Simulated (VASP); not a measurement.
# Zr3O (P6_322) in VASP: a series of runs, part 2 of 2

VASP 6.6.1. Earlier steps stand in the parts before.

## Step 3: Single point, r2SCAN

This run uses another cell than the first one, of 17.26 Å³/atom.

POSCAR reads:

```
Zr3O
1.0
    5.5753331005      0.0000000000      0.0000000000
   -2.7876665502      4.8283800996      0.0000000000
    0.0000000000      0.0000000000      5.1298589900
Zr O
6 2
Direct
    0.3388596726      0.0000000000      0.0000000000
    0.3388596726      0.3388596726      0.5000000000
    0.0000000000      0.3388596726      0.0000000000
    0.6611403274      0.0000000000      0.5000000000
    0.6611403274      0.6611403274      0.0000000000
    0.0000000000      0.6611403274      0.5000000000
    0.3333333333      0.6666666667      0.2500000000
    0.6666666667      0.3333333333      0.7500000000
```

INCAR.step1 reads:

```
SYSTEM = Zr3O
ALGO = Normal ; EDIFF = 1E-4
ENCUT = 520 ; GGA = PE
ISMEAR = -1 ; LASPH = .TRUE.
LCHARG = .FALSE. ; LREAL = .FALSE.
LWAVE = .TRUE. ; NBANDS = 52
NELM = 100 ; PREC = Accurate
SIGMA = 0.1
```

INCAR.step2 reads:

```
SYSTEM = Zr3O
ALGO = Normal ; EDIFF = 1E-6
ENCUT = 520 ; ISIF = 2
ISMEAR = -1 ; ISTART = 1
LASPH = .TRUE. ; LCHARG = .FALSE.
LMIXTAU = .TRUE. ; LREAL = .FALSE.
LWAVE = .FALSE. ; METAGGA = R2SCAN
NBANDS = 52 ; NELM = 100
PREC = Accurate ; SIGMA = 0.1
```

KPOINTS reads:

```
k-points
0
G
  7 7 7
  0 0 0
```

Potentials or basis: VASP PAW PBE potentials, release 64 (Zr_sv, O).

Command:

```console
$ cat potpaw_PBE.64/Zr_sv/POTCAR potpaw_PBE.64/O/POTCAR > POTCAR
$ cp INCAR.step1 INCAR
$ mpirun -np 1 vasp_std > vasp.out
$ cp INCAR.step2 INCAR
$ mpirun -np 1 vasp_std > vasp.out
```

OUTCAR:

```text
SYSTEM = Zr3O
   EDIFF = 1E-6
   ENCUT = 520
   ISIF = 2
   ISMEAR = -1
   ISTART = 1
   LASPH = .TRUE.
   LREAL = .FALSE.
   METAGGA = R2SCAN
   NELM = 100
   PREC = Accurate

 ion  position               nearest neighbor table
   1  0.339  0.000  0.000-   7 2.25   8 2.25   4 3.13   4 3.13   2 3.19   2 3.19   6 3.19   6 3.19
                             5 3.19   5 3.19   3 3.19   3 3.19   3 3.27   5 3.27
   2  0.339  0.339  0.500-   7 2.25   8 2.25   5 3.13   5 3.13   1 3.19   1 3.19   3 3.19   3 3.19
                             4 3.19   6 3.19   4 3.19   6 3.19   6 3.27   4 3.27
   3  0.000  0.339  0.000-   8 2.25   7 2.25   6 3.13   6 3.13   2 3.19   2 3.19   4 3.19   4 3.19
                             5 3.19   1 3.19   5 3.19   1 3.19   1 3.27   5 3.27
   4  0.661  0.000  0.500-   8 2.25   7 2.25   1 3.13   1 3.13   5 3.19   5 3.19   3 3.19   3 3.19
                             2 3.19   2 3.19   6 3.19   6 3.19   6 3.27   2 3.27
   5  0.661  0.661  0.000-   8 2.25   7 2.25   2 3.13   2 3.13   4 3.19   4 3.19   6 3.19   6 3.19
                             1 3.19   3 3.19   1 3.19   3 3.19   3 3.27   1 3.27
   6  0.000  0.661  0.500-   7 2.25   8 2.25   3 3.13   3 3.13   5 3.19   5 3.19   1 3.19   1 3.19
                             2 3.19   4 3.19   2 3.19   4 3.19   4 3.27   2 3.27
[... 215 lines left out ...]
      6     -40.2873      2.00000
[... 1309 lines left out ...]
     51      13.3276      0.00000
     52      13.5535      0.00000

 [... further k-points ...]

------------------------ aborting loop because EDIFF is reached ----------------------------------------

  FORCE on cell =-STRESS in cart. coord.  units (eV):
  Direction    XX          YY          ZZ          XY          YZ          ZX
  --------------------------------------------------------------------------------------
  -------------------------------------------------------------------------------------
  Total        5.3854996      5.3854996      5.4506261      0.0000000     -0.0000000      0.0000000
  in kB       62.4825692     62.4825692     63.2381673      0.0000000     -0.0000000      0.0000000
  external PRESSURE =      62.7344353 kB  Pullay stress =       0.0000000 kB

 VOLUME and BASIS-vectors are now :
 -----------------------------------------------------------------------------
  energy-cutoff  :      520.00
  volume of cell :      138.09
      direct lattice vectors                 reciprocal lattice vectors
     5.575333100  0.000000000  0.000000000     0.179361481  0.103554399  0.000000000
    -2.787666550  4.828380100  0.000000000     0.000000000  0.207108798  0.000000000
     0.000000000  0.000000000  5.129858990     0.000000000  0.000000000  0.194937132

 POSITION                                       TOTAL-FORCE (eV/Angst)
 -----------------------------------------------------------------------------------
      1.88926      0.00000      0.00000        -0.020073     -0.000000      0.000000
      0.94463      1.63614      2.56493        -0.010037     -0.017384     -0.000000
     -0.94463      1.63614      0.00000         0.010037     -0.017384     -0.000000
      3.68608      0.00000      2.56493         0.020073      0.000000     -0.000000
      1.84304      3.19224      0.00000         0.010037      0.017384     -0.000000
     -1.84304      3.19224      2.56493        -0.010037      0.017384     -0.000000
     -0.00000      3.21892      1.28246         0.000000      0.000000     -0.000000
      2.78767      1.60946      3.84739         0.000000     -0.000000      0.000000
 -----------------------------------------------------------------------------------
    total drift:                               -0.000001      0.000000     -0.000000

  FREE ENERGIE OF THE ION-ELECTRON SYSTEM (eV)
  ---------------------------------------------------
  free  energy   TOTEN  =      -160.7013023428 eV

  energy  without entropy=     -160.5420846739  energy(sigma->0) =     -160.62169351
```

OSZICAR.step1:

```text
N       E                     dE             d eps       ncg     rms          rms(c)
DAV:   1     0.923963810271E+03    0.92396E+03   -0.45701E+04  3344   0.165E+03
DAV:   2     0.760333474229E+01   -0.91636E+03   -0.89597E+03  3828   0.493E+02
DAV:   3    -0.713353061549E+02   -0.78939E+02   -0.77325E+02  5072   0.117E+02
DAV:   4    -0.774446172002E+02   -0.61093E+01   -0.60831E+01  5072   0.282E+01
DAV:   5    -0.777945506711E+02   -0.34993E+00   -0.34978E+00  4552   0.509E+00    0.347E+01
DAV:   6    -0.724272961525E+02    0.53673E+01   -0.27144E+01  4208   0.220E+01    0.154E+01
DAV:   7    -0.721875743379E+02    0.23972E+00   -0.37497E+00  4272   0.730E+00    0.644E+00
DAV:   8    -0.721709064271E+02    0.16668E-01   -0.37449E-01  4080   0.283E+00    0.129E+00
DAV:   9    -0.721773339381E+02   -0.64275E-02   -0.13203E-01  4320   0.147E+00    0.747E-01
DAV:  10    -0.721732505527E+02    0.40834E-02   -0.36629E-02  4264   0.771E-01    0.869E-02
DAV:  11    -0.721733385827E+02   -0.88030E-04   -0.14098E-03  3904   0.166E-01    0.327E-02
DAV:  12    -0.721733231550E+02    0.15428E-04   -0.15123E-04  2368   0.578E-02
   1 F= -.72173323E+02 E0= -.72083794E+02  d E =-.179058E+00
```

Wall time 25 min (1 thread of Oxide Virtual Turin-like, shared host); peak memory 0.35 GiB.

Results:

```
Free energy            : -160.7013 eV
Pressure               : 6.3 GPa
Largest force          : 0.020 eV/Å
Band gap on the k mesh : zero (bands 42 and 43 overlap by 0.80 eV)
```

Forces on the atoms (eV/Å):
```
Zr  -0.020  0.000  0.000
Zr  -0.010 -0.017  0.000
Zr   0.010 -0.017  0.000
Zr   0.020  0.000  0.000
Zr   0.010  0.017  0.000
Zr  -0.010  0.017  0.000
O    0.000  0.000  0.000
O    0.000  0.000  0.000
```

Stress tensor (GPa, compression positive):
```
6.25 0.00 0.00
0.00 6.25 0.00
0.00 0.00 6.32
```

Caveat: the cell stands under pressure; the PAW data sets were made with another functional, which shifts forces and pressure a little.
